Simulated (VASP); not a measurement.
Here is a VASP 6.6.1 calculation.

File INCAR:

```
SYSTEM = MgO
PREC = Accurate
ENCUT = 520
EDIFF = 1E-6
ISMEAR = 0
SIGMA = 0.02
LREAL = .FALSE.
LASPH = .TRUE.
NELM = 80
ALGO = Normal
ISIF = 2
LWAVE = .FALSE.
LCHARG = .FALSE.
GGA = PE
NBANDS = 11
```

The input KPOINTS:

```
Automatic mesh
0
G
  11 11 11
  0 0 0
```

Contents of POSCAR:

```
MgO
1.0
    0.0000000000      2.0970013927      2.0970013927
    2.0970013927      0.0000000000      2.0970013927
    2.0970013927      2.0970013927      0.0000000000
Mg O
1 1
Direct
    0.0000000000      0.0000000000      0.0000000000
    0.5000000000      0.5000000000      0.5000000000
```

Potentials or basis: VASP PAW PBE potentials, release 64 (Mg, O).

Run with:

```sh
$ cat potpaw_PBE.64/Mg/POTCAR potpaw_PBE.64/O/POTCAR > POTCAR
$ mpirun -np 1 vasp_std > vasp.out
```

Task: Estimate the pressure.

Result: 6.2 GPa.

Task: What does it give for the band gap on the k mesh?

Result: 4.85 eV, direct.

A hybrid or GW would open this gap; PBE tends to underestimate it.
